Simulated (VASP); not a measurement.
# BAs (F-43m) in VASP: notebook, part 2 of 2

VASP 6.6.1. The steps go on from the part before.

**3. Single point, PBE**

The input, INCAR:

```
SYSTEM = BAs
PREC = Accurate
ENCUT = 520
EDIFF = 1E-6
ISMEAR = 0
SIGMA = 0.01
LREAL = .FALSE.
LASPH = .TRUE.
NELM = 60
ALGO = Normal
ISIF = 2
LWAVE = .FALSE.
LCHARG = .FALSE.
GGA = PE
NBANDS = 11
```

The input, KPOINTS:

```
Automatic mesh
0
G
  6 6 6
  0 0 0
```

The input, POSCAR:

```
BAs
1.0
    0.0000000000      2.3918676082      2.3918676082
    2.3918676082      0.0000000000      2.3918676082
    2.3918676082      2.3918676082      0.0000000000
B As
1 1
Direct
    0.0000000000      0.0000000000      0.0000000000
    0.2500000000      0.2500000000      0.2500000000
```

Potentials or basis: VASP PAW PBE potentials, release 64 (B, As).

Launch:

```bash
$ cat potpaw_PBE.64/B/POTCAR potpaw_PBE.64/As/POTCAR > POTCAR
$ mpirun -np 1 vasp_std > vasp.out
```

OUTCAR:

```text
SYSTEM = BAs
   PREC = Accurate
   ENCUT = 520
   EDIFF = 1E-6
   ISMEAR = 0
   LREAL = .FALSE.
   LASPH = .TRUE.
   NELM = 60
   ISIF = 2
   GGA = PE

 ion  position               nearest neighbor table
   1  0.000  0.000  0.000-   2 2.07   2 2.07   2 2.07   2 2.07
   2  0.250  0.250  0.250-   1 2.07   1 2.07   1 2.07   1 2.07

  LATTYP: Found a face centered cubic cell.
 ALAT       =     4.7837352164

  Lattice vectors:

 A1 = (   0.0000000000,   2.3918676082,   2.3918676082)
 A2 = (   2.3918676082,   0.0000000000,   2.3918676082)
 A3 = (   2.3918676082,   2.3918676082,   0.0000000000)

Analysis of symmetry for initial positions (statically):
=====================================================================
 Subroutine PRICEL returns:
 Original cell was already a primitive cell.

 Routine SETGRP: Setting up the symmetry group for a
 face centered cubic supercell.

 Subroutine GETGRP returns: Found 24 space group operations
 (whereof 24 operations were pure point group operations)
 out of a pool of 48 trial point group operations.

The static configuration has the point symmetry T_d .

Analysis of symmetry for dynamics (positions and initial velocities):
=====================================================================
 Subroutine PRICEL returns:
 Original cell was already a primitive cell.

 Routine SETGRP: Setting up the symmetry group for a
 face centered cubic supercell.

 Subroutine GETGRP returns: Found 24 space group operations
 (whereof 24 operations were pure point group operations)
 out of a pool of 48 trial point group operations.

The dynamic configuration has the point symmetry T_d .

 Subroutine INISYM returns: Found 24 space group operations
 (whereof 24 operations are pure point group operations),
 and found     1 'primitive' translations

----------------------------------------------------------------------------------------

                                     Primitive cell

  volume of cell :      27.3679

  direct lattice vectors                    reciprocal lattice vectors
     0.000000000  2.391867608  2.391867608    -0.209041670  0.209041670  0.209041670
     2.391867608  0.000000000  2.391867608     0.209041670 -0.209041670  0.209041670
     2.391867608  2.391867608  0.000000000     0.209041670  0.209041670 -0.209041670

  length of vectors
     3.382611611  3.382611611  3.382611611     0.362070794  0.362070794  0.362070794

  position of ions in fractional coordinates (direct lattice)
     0.000000000  0.000000000  0.000000000
     0.250000000  0.250000000  0.250000000

  ion indices of the primitive-cell ions
   primitive index   ion index
                 1           1
                 2           2

----------------------------------------------------------------------------------------

 KPOINTS: Automatic mesh

Automatic generation of k-mesh.
 Grid dimensions read from file:
 generate k-points for:    6    6    6

 Generating k-lattice:

  Cartesian coordinates                     Fractional coordinates (reciprocal lattice)
    -0.034840278  0.034840278  0.034840278     0.166666667  0.000000000  0.000000000
     0.034840278 -0.034840278  0.034840278     0.000000000  0.166666667  0.000000000
     0.034840278  0.034840278 -0.034840278     0.000000000  0.000000000  0.166666667

  Length of vectors
     0.060345132  0.060345132  0.060345132

  Shift w.r.t. Gamma in fractional coordinates (k-lattice)
     0.000000000  0.000000000  0.000000000

 Subroutine IBZKPT returns following result:
 ===========================================

 Found     16 irreducible k-points:

 Following reciprocal coordinates:
            Coordinates               Weight
  0.000000  0.000000  0.000000      1.000000
  0.166667  0.000000  0.000000      8.000000
  0.333333  0.000000  0.000000      8.000000
  0.500000  0.000000  0.000000      4.000000
  0.166667  0.166667  0.000000      6.000000
  0.333333  0.166667  0.000000     24.000000
[... 8 lines left out ...]
 -0.333333  0.333333  0.166667     24.000000
 -0.333333  0.500000  0.166667     12.000000
   k-points           NKPTS =     16   k-points in BZ     NKDIM =     16   number of bands    NBANDS=     11
   number of dos      NEDOS =    301   number of ions     NIONS =      2
   total plane-waves  NPLWV =  21952
   dimension x,y,z NGX =    28 NGY =   28 NGZ =   28
   dimension x,y,z NGXF=    56 NGYF=   56 NGZF=   56
   ions per type =               1   1
   NGX,Y,Z   is equivalent  to a cutoff of  13.76, 13.76, 13.76 a.u.
   NGXF,Y,Z  is equivalent  to a cutoff of  27.52, 27.52, 27.52 a.u.
 SYSTEM =  BAs
   PREC   = accura    normal or accurate (medium, high low for compatibility)
   ISTART =      0    job   : 0-new  1-cont  2-samecut
   ICHARG =      2    charge: 1-file 2-atom 10-const
   ISPIN  =      1    spin polarized calculation?
   LNONCOLLINEAR =      F non collinear calculations
   LSORBIT =      F    spin-orbit coupling
   LASPH  =      T    aspherical Exc in radial PAW
   ENCUT  =  520.0 eV  38.22 Ry    6.18 a.u.   6.29  6.29  6.29*2*pi/ulx,y,z
   NELM   =     60;   NELMIN=  2; NELMDL= -5     # of ELM steps
   EDIFF  = 0.1E-05   stopping-criterion for ELM
   LREAL  =      F    real-space projection
   EDIFFG = 0.1E-04   stopping-criterion for IOM
   NSW    =      0    number of steps for IOM
   IBRION =     -1    ionic relax: 0-MD 1-quasi-New 2-CG
   NFREE  =      0    steps in history (QN), initial steepest desc. (CG)
   ISIF   =      2    stress and relaxation
   ISYM   =      2    0-nonsym 1-usesym 2-fastsym
   POTIM  = 0.5000    time-step for ionic-motion
   TEBEG  =    0.0;   TEEND  =   0.0 temperature during run
   PSTRESS=    0.0 pullay stress
   NELECT =       8.0000    total number of electrons
   NUPDOWN=      -1.0000    fix difference up-down
   EMIN   =  10.00;   EMAX   =-10.00  energy-range for DOS
   EFERMI =   0.00;   METHOD = LEGACY
   ISMEAR =     0;   SIGMA  =   0.01  broadening in eV -4-tet -1-fermi 0-gaus
   EFERMI_NEDOS =   21; number of points for ismear=-14 and -15
   IALGO  =     38    algorithm
   IMIX   =      4    mixing-type and parameters
     AMIX     =   0.40;   BMIX     =  1.00
     AMIX_MAG =   1.60;   BMIX_MAG =  1.00
  volume/ion in A,a.u.               =      13.68        92.34
  Fermi-wavevector in a.u.,A,eV,Ry     =   1.086487  2.053162 16.061039  1.180453
  Thomas-Fermi vector in A             =   2.222624
   LORBIT       =      0    0 simple, 1 ext, 2 COOP (PROOUT), +10 PAW based schemes
   GGA     = PE    functional components
   LHFCALC =     F    Hartree Fock is set to
   AEXX    =    0.0000 exact exchange contribution
   IVDW    =     0    specifies the selected vdW correction
   LEPSILON=     F    determine dielectric tensor
   LRPA    =     F    only Hartree local field effects (RPA)
 non-spin polarized calculation
 Gauss-broadening in eV      SIGMA  =   0.01
  energy-cutoff  :      520.00
  volume of cell :       27.37
 maximum number of plane-waves:       754
 NGX is ok and might be reduce to    28
   NGX = 13   NGY = 13   NGZ = 13

 number of electron       8.0000000 magnetization

 Free energy of the ion-electron system (eV)
  ---------------------------------------------------
  ext. energy  EPLUGINS =         0.00000000
  ---------------------------------------------------
  free energy    TOTEN  =       -11.38994492 eV

  energy without entropy =      -11.38994492  energy(sigma->0) =      -11.38994492

 E-fermi :   6.1352     XC(G=0): -10.5627

 val. band max:        6.0859190268   @ k =   0.0000   0.0000   0.0000
 cond. band min:       7.3618911841   @ k =   0.3333   0.3333   0.0000
 fundamental gap:      1.2759721573
 Fermi energy:         6.1351734860

 k-point     1 :       0.0000    0.0000    0.0000
  band No.  band energies     occupation
      1      -9.2787      2.00000
      2       6.0859      2.00000
      3       6.0859      2.00000
      4       6.0859      2.00000
      5       9.3545      0.00000
      6       9.3545      0.00000
      7       9.3545      0.00000
      8      10.7195      0.00000
      9      15.6472      0.00000
     10      19.0153      0.00000
     11      19.0153      0.00000
[... 197 lines left out ...]
 k-point    16 :      -0.3333    0.5000    0.1667
  band No.  band energies     occupation
      1      -4.9934      2.00000
      2      -2.1019      2.00000
      3       0.9535      2.00000
      4       1.1485      2.00000
      5       9.8541      0.00000
      6      10.0646      0.00000
      7      14.7033      0.00000
      8      14.9488      0.00000
      9      18.3580      0.00000
     10      21.6917      0.00000
     11      21.8841      0.00000

------------------------ aborting loop because EDIFF is reached ----------------------------------------

  FORCE on cell =-STRESS in cart. coord.  units (eV):
  Direction    XX          YY          ZZ          XY          YZ          ZX
  --------------------------------------------------------------------------------------
  -------------------------------------------------------------------------------------
  Total        0.4866478      0.4866478      0.4866478      0.0000000      0.0000000     -0.0000000
  in kB       28.4894405     28.4894405     28.4894405      0.0000000      0.0000000     -0.0000000
  external PRESSURE =      28.4894405 kB  Pullay stress =       0.0000000 kB

 VOLUME and BASIS-vectors are now :
 -----------------------------------------------------------------------------
  energy-cutoff  :      520.00
  volume of cell :       27.37
      direct lattice vectors                 reciprocal lattice vectors
     0.000000000  2.391867608  2.391867608    -0.209041670  0.209041670  0.209041670
     2.391867608  0.000000000  2.391867608     0.209041670 -0.209041670  0.209041670
     2.391867608  2.391867608  0.000000000     0.209041670  0.209041670 -0.209041670

 POSITION                                       TOTAL-FORCE (eV/Angst)
 -----------------------------------------------------------------------------------
      0.00000      0.00000      0.00000         0.000000      0.000000      0.000000
      1.19593      1.19593      1.19593        -0.000000     -0.000000     -0.000000
 -----------------------------------------------------------------------------------
    total drift:                               -0.000000     -0.000000     -0.000000

  FREE ENERGIE OF THE ION-ELECTRON SYSTEM (eV)
  ---------------------------------------------------
  free  energy   TOTEN  =       -11.3899449238 eV

  energy  without entropy=      -11.3899449238  energy(sigma->0) =      -11.38994492
```

OSZICAR:

```text
N       E                     dE             d eps       ncg     rms          rms(c)
DAV:   1     0.132269271894E+02    0.13227E+02   -0.37106E+03   352   0.640E+02
DAV:   2    -0.113423139492E+02   -0.24569E+02   -0.23826E+02   470   0.107E+02
DAV:   3    -0.120245345674E+02   -0.68222E+00   -0.68100E+00   441   0.170E+01
DAV:   4    -0.120262203645E+02   -0.16858E-02   -0.16857E-02   391   0.977E-01
DAV:   5    -0.120262229513E+02   -0.25867E-05   -0.25867E-05   416   0.408E-02    0.491E+00
DAV:   6    -0.114554402592E+02    0.57078E+00   -0.15809E+00   376   0.510E+00    0.239E+00
DAV:   7    -0.113962599007E+02    0.59180E-01   -0.19056E-01   406   0.215E+00    0.985E-01
DAV:   8    -0.113894616678E+02    0.67982E-02   -0.20504E-02   391   0.816E-01    0.986E-02
DAV:   9    -0.113897781961E+02   -0.31653E-03   -0.78391E-04   415   0.161E-01    0.585E-02
DAV:  10    -0.113899389275E+02   -0.16073E-03   -0.19705E-04   369   0.858E-02    0.120E-02
DAV:  11    -0.113899447175E+02   -0.57900E-05   -0.52593E-06   423   0.155E-02    0.103E-02
DAV:  12    -0.113899449238E+02   -0.20622E-06   -0.27268E-06   373   0.907E-03
   1 F= -.11389945E+02 E0= -.11389945E+02  d E =-.228082E-14
```

It took 4.3 s on 1 thread of Intel Xeon Platinum 8488C (Sapphire Rapids), shared host; peak memory 0.15 GiB.

What came out:

* Free energy: -11.3899 eV
* Pressure: 2.8 GPa
* Band gap on the k mesh: 1.28 eV, indirect (least direct gap 3.27 eV)

A k mesh can miss the band edges. A hybrid or GW would open this gap; PBE tends to underestimate it.
